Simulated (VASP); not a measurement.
# SnO2 (fluorite type) (Fm-3m) in VASP: notebook

The runs below take SnO2 (fluorite type) through single point, with PBE, r2SCAN.

Program: VASP 6.6.1. These are calculated values, not measurements. Logs are shortened: lines on timing, memory, paths and dates and some standing lists are left out, and cuts for length are marked.

### 1 The cell of the first run

The structure is cubic, space group Fm-3m (No. 225). The conventional cell has a = 5.244 Å, b = 5.244 Å, c = 5.244 Å, α = 90.00°, β = 90.00°, γ = 90.00°. Sn (site symmetry m-3m) has 8 O at 2.27 Å within 3.0 Å. Within 3.0 Å of O (site symmetry -43m) lie 4 Sn at 2.27 Å and 6 O at 2.62 Å.

### 2 Single point, PBE

Contents of INCAR:

```
PREC     = Accurate       # precision mode
ENCUT    = 520            # plane-wave cutoff, eV
EDIFF    = 1E-6           # SCF threshold, eV
ISMEAR   = -1             # smearing method
SIGMA    = 0.06122561905347299 # smearing width, eV
LREAL    = False          # projectors in reciprocal space
LASPH    = True           # aspherical terms in the spheres
NELM     = 60             # most SCF steps
ALGO     = Normal         # electronic algorithm
ISIF     = 2              # what is computed and relaxed
LWAVE    = False          # write WAVECAR
LCHARG   = False          # write CHGCAR
GGA      = PE             # functional
NBANDS   = 20             # bands
```

Contents of KPOINTS:

```
regular mesh
0
Gamma
  13 13 13
```

Contents of POSCAR:

```
SnO2
1.0
    0.0000000000      2.6218760949      2.6218760949
    2.6218760949      0.0000000000      2.6218760949
    2.6218760949      2.6218760949      0.0000000000
Sn O
1 2
Direct
    0.0000000000      0.0000000000      0.0000000000
    0.2500000000      0.2500000000      0.2500000000
    0.7500000000      0.7500000000      0.7500000000
```

Potentials or basis: VASP PAW PBE potentials, release 64 (Sn_d, O).

Run with:

```
$ cat potpaw_PBE.64/Sn_d/POTCAR potpaw_PBE.64/O/POTCAR > POTCAR
$ mpirun -np 1 vasp_std > vasp.out
```

OUTCAR:

```text
PREC = Accurate
   ENCUT = 520
   EDIFF = 1E-6
   ISMEAR = -1
   LREAL = False
   LASPH = True
   NELM = 60
   ISIF = 2
   GGA = PE

 ion  position               nearest neighbor table
   1  0.000  0.000  0.000-   3 2.27   3 2.27   3 2.27   2 2.27   3 2.27   2 2.27   2 2.27   2 2.27

   2  0.250  0.250  0.250-   1 2.27   1 2.27   1 2.27   1 2.27
   3  0.750  0.750  0.750-   1 2.27   1 2.27   1 2.27   1 2.27

  LATTYP: Found a face centered cubic cell.
 ALAT       =     5.2437521898

  Lattice vectors:

 A1 = (   0.0000000000,   2.6218760949,   2.6218760949)
 A2 = (   2.6218760949,   0.0000000000,   2.6218760949)
 A3 = (   2.6218760949,   2.6218760949,   0.0000000000)

Analysis of symmetry for initial positions (statically):
=====================================================================
 Subroutine PRICEL returns:
 Original cell was already a primitive cell.

 Routine SETGRP: Setting up the symmetry group for a
 face centered cubic supercell.

 Subroutine GETGRP returns: Found 48 space group operations
 (whereof 48 operations were pure point group operations)
 out of a pool of 48 trial point group operations.

The static configuration has the point symmetry O_h .

Analysis of symmetry for dynamics (positions and initial velocities):
=====================================================================
 Subroutine PRICEL returns:
 Original cell was already a primitive cell.

 Routine SETGRP: Setting up the symmetry group for a
 face centered cubic supercell.

 Subroutine GETGRP returns: Found 48 space group operations
 (whereof 48 operations were pure point group operations)
 out of a pool of 48 trial point group operations.

The dynamic configuration has the point symmetry O_h .

 Subroutine INISYM returns: Found 48 space group operations
 (whereof 48 operations are pure point group operations),
 and found     1 'primitive' translations

----------------------------------------------------------------------------------------

                                     Primitive cell

  volume of cell :      36.0468

  direct lattice vectors                    reciprocal lattice vectors
     0.000000000  2.621876095  2.621876095    -0.190703138  0.190703138  0.190703138
     2.621876095  0.000000000  2.621876095     0.190703138 -0.190703138  0.190703138
     2.621876095  2.621876095  0.000000000     0.190703138  0.190703138 -0.190703138

  length of vectors
     3.707892732  3.707892732  3.707892732     0.330307525  0.330307525  0.330307525

  position of ions in fractional coordinates (direct lattice)
     0.000000000  0.000000000  0.000000000
     0.250000000  0.250000000  0.250000000
     0.750000000  0.750000000  0.750000000

  ion indices of the primitive-cell ions
   primitive index   ion index
                 1           1
                 2           2
                 3           3

----------------------------------------------------------------------------------------

 KPOINTS: regular mesh

Automatic generation of k-mesh.
 Grid dimensions read from file:
 generate k-points for:   13   13   13

 Generating k-lattice:

  Cartesian coordinates                     Fractional coordinates (reciprocal lattice)
    -0.014669472  0.014669472  0.014669472     0.076923077  0.000000000  0.000000000
     0.014669472 -0.014669472  0.014669472     0.000000000  0.076923077  0.000000000
     0.014669472  0.014669472 -0.014669472     0.000000000  0.000000000  0.076923077

  Length of vectors
     0.025408271  0.025408271  0.025408271

  Shift w.r.t. Gamma in fractional coordinates (k-lattice)
     0.000000000  0.000000000  0.000000000

 Subroutine IBZKPT returns following result:
 ===========================================

 Found     84 irreducible k-points:

 Following reciprocal coordinates:
            Coordinates               Weight
  0.000000  0.000000  0.000000      1.000000
  0.076923  0.000000  0.000000      8.000000
  0.153846  0.000000  0.000000      8.000000
  0.230769  0.000000  0.000000      8.000000
  0.307692  0.000000  0.000000      8.000000
  0.384615  0.000000  0.000000      8.000000
[... 16 lines left out ...]
  0.384615  0.153846  0.000000     24.000000
  0.461538  0.153846  0.000000     24.000000
 [... further k-points ...]
   k-points           NKPTS =     84   k-points in BZ     NKDIM =     84   number of bands    NBANDS=     20
   number of dos      NEDOS =    301   number of ions     NIONS =      3
   total plane-waves  NPLWV =  21952
   dimension x,y,z NGX =    28 NGY =   28 NGZ =   28
   dimension x,y,z NGXF=    56 NGYF=   56 NGZF=   56
   ions per type =               1   2
   NGX,Y,Z   is equivalent  to a cutoff of  12.55, 12.55, 12.55 a.u.
   NGXF,Y,Z  is equivalent  to a cutoff of  25.11, 25.11, 25.11 a.u.
 SYSTEM =  unknown system
   PREC   = accura    normal or accurate (medium, high low for compatibility)
   ISTART =      0    job   : 0-new  1-cont  2-samecut
   ICHARG =      2    charge: 1-file 2-atom 10-const
   ISPIN  =      1    spin polarized calculation?
   LNONCOLLINEAR =      F non collinear calculations
   LSORBIT =      F    spin-orbit coupling
   LASPH  =      T    aspherical Exc in radial PAW
   ENCUT  =  520.0 eV  38.22 Ry    6.18 a.u.   6.89  6.89  6.89*2*pi/ulx,y,z
   NELM   =     60;   NELMIN=  2; NELMDL= -5     # of ELM steps
   EDIFF  = 0.1E-05   stopping-criterion for ELM
   LREAL  =      F    real-space projection
   EDIFFG = 0.1E-04   stopping-criterion for IOM
   NSW    =      0    number of steps for IOM
   IBRION =     -1    ionic relax: 0-MD 1-quasi-New 2-CG
   NFREE  =      0    steps in history (QN), initial steepest desc. (CG)
   ISIF   =      2    stress and relaxation
   ISYM   =      2    0-nonsym 1-usesym 2-fastsym
   POTIM  = 0.5000    time-step for ionic-motion
   TEBEG  =    0.0;   TEEND  =   0.0 temperature during run
   PSTRESS=    0.0 pullay stress
   NELECT =      26.0000    total number of electrons
   NUPDOWN=      -1.0000    fix difference up-down
   EMIN   =  10.00;   EMAX   =-10.00  energy-range for DOS
   EFERMI =   0.00;   METHOD = LEGACY
   ISMEAR =    -1;   SIGMA  =   0.06  broadening in eV -4-tet -1-fermi 0-gaus
   EFERMI_NEDOS =   21; number of points for ismear=-14 and -15
   IALGO  =     38    algorithm
   IMIX   =      4    mixing-type and parameters
     AMIX     =   0.40;   BMIX     =  1.00
     AMIX_MAG =   1.60;   BMIX_MAG =  1.00
  volume/ion in A,a.u.               =      12.02        81.09
  Fermi-wavevector in a.u.,A,eV,Ry     =   1.468173  2.774444 29.327777  2.155531
  Thomas-Fermi vector in A             =   2.583702
   LORBIT       =      0    0 simple, 1 ext, 2 COOP (PROOUT), +10 PAW based schemes
   GGA     = PE    functional components
   LHFCALC =     F    Hartree Fock is set to
   AEXX    =    0.0000 exact exchange contribution
   IVDW    =     0    specifies the selected vdW correction
   LEPSILON=     F    determine dielectric tensor
   LRPA    =     F    only Hartree local field effects (RPA)
 non-spin polarized calculation
  energy-cutoff  :      520.00
  volume of cell :       36.05
 maximum number of plane-waves:       982
   NGX = 13   NGY = 13   NGZ = 13

 number of electron      26.0000015 magnetization

 Free energy of the ion-electron system (eV)
  ---------------------------------------------------
  ext. energy  EPLUGINS =         0.00000000
  ---------------------------------------------------
  free energy    TOTEN  =       -17.86287878 eV

  energy without entropy =      -17.86099896  energy(sigma->0) =      -17.86193887

 E-fermi :   6.7681     XC(G=0): -11.3675

 val. band max:        6.5513100698   @ k =  -0.3077   0.4615   0.1538
 cond. band min:       6.8009136931   @ k =   0.0769   0.0000   0.0000
 fundamental gap:      0.2496036234
 Fermi energy:         6.7680949664

 k-point     1 :       0.0000    0.0000    0.0000
  band No.  band energies     occupation
      1     -13.9836      2.00000
      2     -13.9836      2.00000
      3     -13.9836      2.00000
      4     -13.8921      2.00000
      5     -13.8921      2.00000
      6     -12.2371      2.00000
[... 12 lines left out ...]
     19      21.4122      0.00000
     20      21.4122      0.00000

 k-point     2 :       0.0769    0.0000    0.0000
  band No.  band energies     occupation
      1     -13.9986      2.00000
      2     -13.9803      2.00000
      3     -13.9803      2.00000
      4     -13.8922      2.00000
      5     -13.8922      2.00000
      6     -12.1855      2.00000
[... 12 lines left out ...]
     19      21.4140      0.00000
     20      21.4140      0.00000

 k-point     3 :       0.1538    0.0000    0.0000
  band No.  band energies     occupation
      1     -14.0426      2.00000
      2     -13.9720      2.00000
      3     -13.9720      2.00000
      4     -13.8917      2.00000
      5     -13.8917      2.00000
      6     -12.0268      2.00000
[... 12 lines left out ...]
     19      21.4227      0.00000
     20      21.4227      0.00000

 k-point     4 :       0.2308    0.0000    0.0000
  band No.  band energies     occupation
      1     -14.1086      2.00000
      2     -13.9629      2.00000
      3     -13.9629      2.00000
      4     -13.8883      2.00000
      5     -13.8883      2.00000
      6     -11.7596      2.00000
[... 12 lines left out ...]
     19      21.4385      0.00000
     20      21.7131      0.00000

 k-point     5 :       0.3077    0.0000    0.0000
  band No.  band energies     occupation
      1     -14.1817      2.00000
      2     -13.9572      2.00000
      3     -13.9572      2.00000
      4     -13.8806      2.00000
      5     -13.8806      2.00000
      6     -11.3956      2.00000
[... 12 lines left out ...]
     19      21.4462      0.00000
     20      21.9479      0.00000

 k-point     6 :       0.3846    0.0000    0.0000
  band No.  band energies     occupation
      1     -14.2432      2.00000
      2     -13.9555      2.00000
      3     -13.9555      2.00000
      4     -13.8710      2.00000
      5     -13.8710      2.00000
      6     -10.9662      2.00000
[... 12 lines left out ...]
     19      21.4253      0.00000
     20      21.6365      0.00000

 k-point     7 :       0.4615    0.0000    0.0000
  band No.  band energies     occupation
      1     -14.2781      2.00000
      2     -13.9555      2.00000
      3     -13.9555      2.00000
      4     -13.8647      2.00000
      5     -13.8647      2.00000
      6     -10.5476      2.00000
[... 12 lines left out ...]
     19      21.3891      0.00000
     20      21.3891      0.00000
[... 277 lines left out ...]
 k-point    20 :       0.1538    0.1538    0.0000
  band No.  band energies     occupation
      1     -14.0696      2.00000
      2     -13.9600      2.00000
      3     -13.9600      2.00000
      4     -13.9013      2.00000
      5     -13.8852      2.00000
      6     -11.9736      2.00000
[... 12 lines left out ...]
     19      21.7191      0.00000
     20      22.0126      0.00000

 k-point    21 :       0.2308    0.1538    0.0000
  band No.  band energies     occupation
      1     -14.1126      2.00000
      2     -13.9555      2.00000
      3     -13.9488      2.00000
      4     -13.9048      2.00000
      5     -13.8813      2.00000
      6     -11.7942      2.00000
[... 12 lines left out ...]
     19      21.8647      0.00000
     20      22.9469      0.00000

 k-point    22 :       0.3077    0.1538    0.0000
  band No.  band energies     occupation
      1     -14.1593      2.00000
      2     -13.9640      2.00000
      3     -13.9404      2.00000
      4     -13.9053      2.00000
      5     -13.8751      2.00000
      6     -11.5100      2.00000
[... 12 lines left out ...]
     19      21.9832      0.00000
     20      23.7948      0.00000

 k-point    23 :       0.3846    0.1538    0.0000
  band No.  band energies     occupation
      1     -14.2035      2.00000
      2     -13.9785      2.00000
      3     -13.9368      2.00000
      4     -13.9025      2.00000
      5     -13.8677      2.00000
      6     -11.1377      2.00000
[... 12 lines left out ...]
     19      22.0233      0.00000
     20      24.0289      0.00000

 k-point    24 :       0.4615    0.1538    0.0000
  band No.  band energies     occupation
      1     -14.2356      2.00000
      2     -13.9923      2.00000
      3     -13.9365      2.00000
      4     -13.8973      2.00000
      5     -13.8636      2.00000
      6     -10.7136      2.00000
[... 12 lines left out ...]
     19      21.9084      0.00000
     20      24.0614      0.00000

 [... further k-points ...]

------------------------ aborting loop because EDIFF is reached ----------------------------------------

  FORCE on cell =-STRESS in cart. coord.  units (eV):
  Direction    XX          YY          ZZ          XY          YZ          ZX
  --------------------------------------------------------------------------------------
  -------------------------------------------------------------------------------------
  Total       -2.0083143     -2.0083143     -2.0083143      0.0000000      0.0000000      0.0000000
  in kB      -89.2638840    -89.2638840    -89.2638840      0.0000000      0.0000000      0.0000000
  external PRESSURE =     -89.2638840 kB  Pullay stress =       0.0000000 kB

 VOLUME and BASIS-vectors are now :
 -----------------------------------------------------------------------------
  energy-cutoff  :      520.00
  volume of cell :       36.05
      direct lattice vectors                 reciprocal lattice vectors
     0.000000000  2.621876095  2.621876095    -0.190703138  0.190703138  0.190703138
     2.621876095  0.000000000  2.621876095     0.190703138 -0.190703138  0.190703138
     2.621876095  2.621876095  0.000000000     0.190703138  0.190703138 -0.190703138

 POSITION                                       TOTAL-FORCE (eV/Angst)
 -----------------------------------------------------------------------------------
      0.00000      0.00000      0.00000         0.000000      0.000000      0.000000
      1.31094      1.31094      1.31094        -0.000000     -0.000000      0.000000
      3.93281      3.93281      3.93281         0.000000      0.000000     -0.000000
 -----------------------------------------------------------------------------------
    total drift:                               -0.000000     -0.000000      0.000000

  FREE ENERGIE OF THE ION-ELECTRON SYSTEM (eV)
  ---------------------------------------------------
  free  energy   TOTEN  =       -17.8628787794 eV

  energy  without entropy=      -17.8609989638  energy(sigma->0) =      -17.86193887
```

Run time: 28 s. Hardware: 1 thread of Intel Xeon 6975P-C (Granite Rapids), shared host; peak memory 0.19 GiB.

What came out:

```
Free energy            : -17.8629 eV
Pressure               : -8.9 GPa
Band gap on the k mesh : zero (bands 13 and 14 overlap by 0.64 eV)
```

Levels at points of the mesh, in eV from the Fermi level:
```tsv
k point	band 10	band 11	band 12	band 13	band 14	band 15	band 16	band 17
(0.00, 0.00, 0.00)	-2.79	-1.38	-1.38	-1.38	-0.86	6.62	6.62	6.62
```

Caveat: the cell stands under tension; semilocal functionals underestimate gaps, and a narrow one can read as zero; spin-orbit coupling is left out, which moves the levels of the heavy elements.

### 3 Single point, r2SCAN

This run uses another cell than the first one, of 10.43 Å³/atom.

Contents of POSCAR:

```
SnO2
1.0
    0.0000000000      2.5009565764      2.5009565764
    2.5009565764      0.0000000000      2.5009565764
    2.5009565764      2.5009565764      0.0000000000
Sn O
1 2
Direct
    0.0000000000      0.0000000000      0.0000000000
    0.2500000000      0.2500000000      0.2500000000
    0.7500000000      0.7500000000      0.7500000000
```

Contents of INCAR.step1:

```
PREC = Accurate
ENCUT = 520
ISMEAR = -1
SIGMA = 0.1
LREAL = F
LASPH = T
NELM = 60
NBANDS = 20
GGA = PE
ALGO = Normal
EDIFF = 1E-4
LWAVE = T
LCHARG = F
```

Contents of INCAR.step2:

```
PREC = Accurate
ENCUT = 520
EDIFF = 1E-7
ISMEAR = -1
SIGMA = 0.1
LREAL = F
LASPH = T
NELM = 60
ALGO = Normal
ISIF = 2
LWAVE = F
LCHARG = F
METAGGA = R2SCAN
LMIXTAU = T
NBANDS = 20
ISTART = 1
```

Contents of KPOINTS:

```
Automatic mesh
0
Gamma
  12 12 12
```

Potentials or basis: VASP PAW PBE potentials, release 64 (Sn_d, O).

Run with:

```
$ cat potpaw_PBE.64/Sn_d/POTCAR potpaw_PBE.64/O/POTCAR > POTCAR
$ cp INCAR.step1 INCAR
$ mpirun -np 1 vasp_std > vasp.out
$ cp INCAR.step2 INCAR
$ mpirun -np 1 vasp_std > vasp.out
```

Run time: 91 s. Hardware: 1 thread of Intel Xeon 6975P-C (Granite Rapids), shared host; peak memory 0.19 GiB.

It converged, with:

| Property | Result |
| --- | --- |
| Free energy | -41.4315 eV |
| Pressure | 11.3 GPa |
| Band gap on the k mesh | 1.28 eV (least direct gap 2.80 eV) |

Levels at points of the mesh, in eV from the valence-band top:
```tsv
k point	band 9	band 10	band 11	band 12	band 13	band 14	band 15	band 16	band 17	band 18
(0.00, 0.00, 0.00)	-3.16	-3.16	-1.52	-1.52	-1.52	1.28	8.03	8.03	8.03	14.20
(0.50, 0.00, 0.00)	-4.16	-3.66	-3.66	-2.31	-2.31	5.94	8.79	11.78	11.78	16.51
(0.50, 0.50, 0.00)	-5.93	-5.93	-0.22	-0.22	-0.17	4.06	8.47	10.69	13.87	13.87
```

Caveat: the cell stands under pressure; the PAW data sets were made with another functional, which shifts forces and pressure a little; spin-orbit coupling is left out, which moves the levels of the heavy elements.

### 4 Single point, PBE

This run uses another cell than the first one, of 11.11 Å³/atom.

Contents of INCAR:

```
SYSTEM = SnO2
PREC = Accurate ; ENCUT = 520
EDIFF = 1E-6 ; ISMEAR = -1
SIGMA = 0.06122561905347299 ; LREAL = .FALSE.
LASPH = .TRUE. ; NELM = 80
ALGO = Normal ; ISIF = 2
LWAVE = .FALSE. ; LCHARG = .FALSE.
GGA = PE ; NBANDS = 20
```

Contents of KPOINTS:

```
regular mesh
0
G
  37 37 37
  0 0 0
```

Contents of POSCAR:

```
SnO2
1.0
    0.0000000000      2.5541843174      2.5541843174
    2.5541843174      0.0000000000      2.5541843174
    2.5541843174      2.5541843174      0.0000000000
Sn O
1 2
Direct
    0.0000000000      0.0000000000      0.0000000000
    0.2500000000      0.2500000000      0.2500000000
    0.7500000000      0.7500000000      0.7500000000
```

Run with:

```
$ cat potpaw_PBE.64/Sn_d/POTCAR potpaw_PBE.64/O/POTCAR > POTCAR
$ mpirun -np 1 vasp_std > vasp.out
```

It took 24 min on 1 thread of Intel Xeon 8259CL, shared host; peak memory 0.82 GiB.

It converged, with:

- Free energy: -17.9049 eV
- Pressure: 4.6 GPa
- Band gap on the k mesh: 0.04 eV (least direct gap 1.39 eV)

Levels at points of the mesh, in eV from the valence-band top:
| k point | band 11 | band 12 | band 13 | band 14 | band 15 | band 16 |
| --- | --- | --- | --- | --- | --- | --- |
| (0.00, 0.00, 0.00) | -1.35 | -1.35 | -1.35 | 0.04 | 7.06 | 7.06 |

Caveat: the cell stands under pressure; the smearing spreads over this small gap; semilocal functionals underestimate gaps, and a narrow one can read as zero; spin-orbit coupling is left out, which moves the levels of the heavy elements; an odd mesh through Γ misses points on the zone boundary, where band edges can lie.

### 5 The runs side by side

```tsv
level	cell	k mesh	smearing	gap on the mesh (eV)	pressure (GPa)
PBE	a = 3.708 Å, angles 60.0°, 3 atoms	13 × 13 × 13	fermi-dirac 0.0612256 eV	none	-8.9
r2SCAN	a = 3.537 Å, angles 60.0°, 3 atoms	12 × 12 × 12	fermi-dirac 0.1 eV	1.28	11.3
PBE	a = 3.612 Å, angles 60.0°, 3 atoms	37 × 37 × 37	fermi-dirac 0.0612256 eV	0.04	4.6
```

Alike in all rows: task single point; potentials or basis VASP PAW PBE potentials, release 64 (Sn_d, O); no spin polarisation; cutoff (eV) 520.

Caveats: spin-orbit coupling is left out, which moves the levels of the heavy elements; semilocal functionals underestimate gaps, and a narrow one can read as zero (at least some runs); the cell stands under pressure (at least some runs); the cell stands under tension (at least some runs); the PAW data sets were made with another functional, which shifts forces and pressure a little (at least some runs); the smearing spreads over this small gap (at least some runs); an odd mesh through Γ misses points on the zone boundary, where band edges can lie (at least some runs).

Absolute energies hang on the potentials; compare differences alone.

The gap in the log of VASP goes by the Fermi energy; the results here count the filled bands.